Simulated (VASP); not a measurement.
Crystal: Ca.

```xyz
12
Lattice="4.5427 2.6227 7.7471 -4.5427 2.6227 7.7471 0.0000 -5.2455 7.7471" Properties=species:S:1:pos:R:3 pbc="T T T"
Ca   -2.9229    1.6875    5.2215
Ca    0.0000   -3.3750    5.2215
Ca    2.9229    1.6875    5.2215
Ca    2.9229   -1.6875   18.0199
Ca   -2.9229   -1.6875   18.0199
Ca    0.0000    3.3750   18.0199
Ca   -1.8599    1.0738    8.3124
Ca    0.0000   -2.1476    8.3124
Ca    1.8599    1.0738    8.3124
Ca    1.8599   -1.0738   14.9290
Ca   -1.8599   -1.0738   14.9290
Ca    0.0000    2.1476   14.9290
```

```yaml
Program: VASP 6.6.1
Task: relaxation of cell and atoms
Functional: PBEsol
Potentials_or_basis: VASP PAW PBE potentials, release 64 (Ca_sv)
Cutoff: 600 eV
k_mesh: 3 × 3 × 3
Occupations: gaussian, width 0.1 eV
Spin: no spin polarisation
```

At the start: pressure 4.9 GPa; volume 46.15 Å³/atom.

How do energy, volume and symmetry change on relaxing?

Over 25 steps the energy falls by 431.1 meV/atom and the volume is 54.02 Å³/atom (+17.0 %); space group R-3m (No. 166, to 0.1 Å) before and after.

The path:
| step | energy change (eV) | largest force (eV/Å) | pressure (GPa) | volume (Å³) |
| --- | --- | --- | --- | --- |
| 1 | 0.0000 | 1.2992 | 4.88 | 553.81 |
| 2 | -2.6944 | 0.4737 | 1.39 | 674.28 |
| 3 | -3.1724 | 0.5132 | 0.25 | 748.50 |
| 4 | -3.2106 | 0.5280 | -0.06 | 775.72 |
| 5 | -3.2112 | 0.5302 | -0.11 | 780.67 |
| 6 | -3.3799 | 0.4447 | -0.14 | 782.20 |
| 7 | -3.6258 | 0.4656 | -0.15 | 784.70 |
| 8 | -3.6400 | 0.5110 | -0.14 | 784.96 |
| 9 | -3.8087 | 0.4399 | -0.12 | 773.80 |
| 10 | -4.1235 | 0.3759 | 0.05 | 740.47 |
| 11 | -3.8857 | 0.7623 | 0.98 | 674.62 |
| 12 | -4.1509 | 0.4640 | 0.28 | 719.72 |
| 13 | -4.3478 | 0.3222 | -0.23 | 742.50 |
| 14 | -4.3952 | 0.2286 | -0.55 | 760.09 |
| 15 | -4.5485 | 0.2262 | -0.48 | 739.29 |
| 16 | -4.7999 | 0.2836 | -0.12 | 678.27 |
| 17 | -4.9377 | 0.2648 | 0.10 | 658.19 |
| 18 | -4.9803 | 0.3596 | 0.41 | 636.28 |
| 19 | -5.0836 | 0.2858 | 0.23 | 644.10 |
| 20 | -5.1276 | 0.1864 | -0.02 | 656.04 |
| 21 | -5.1298 | 0.2022 | 0.02 | 653.96 |
| 22 | -5.1617 | 0.0893 | -0.03 | 655.40 |
| 23 | -5.1650 | 0.0623 | -0.05 | 655.99 |
| 24 | -5.1708 | 0.0439 | 0.00 | 652.58 |
| 25 | -5.1729 | 0.0205 | 0.07 | 648.20 |

Final structure:
```
CELL_PARAMETERS angstrom
4.38739 2.53306 9.72091
-4.38739 2.53306 9.72091
0.00000 -5.06612 9.72091
ATOMIC_POSITIONS crystal
Ca 0.08131 0.52737 0.08131
Ca 0.08131 0.08131 0.52737
Ca 0.52737 0.08131 0.08131
Ca 0.91869 0.47263 0.91869
Ca 0.47263 0.91869 0.91869
Ca 0.91869 0.91869 0.47263
Ca 0.22757 0.62832 0.22757
Ca 0.22757 0.22757 0.62832
Ca 0.62832 0.22757 0.22757
Ca 0.77243 0.37168 0.77243
Ca 0.37168 0.77243 0.77243
Ca 0.77243 0.77243 0.37168
```

Caveat: the volume moved by over 15 % at a fixed basis, so the end points are rough; the PAW data sets were made with another functional, which shifts forces and pressure a little.
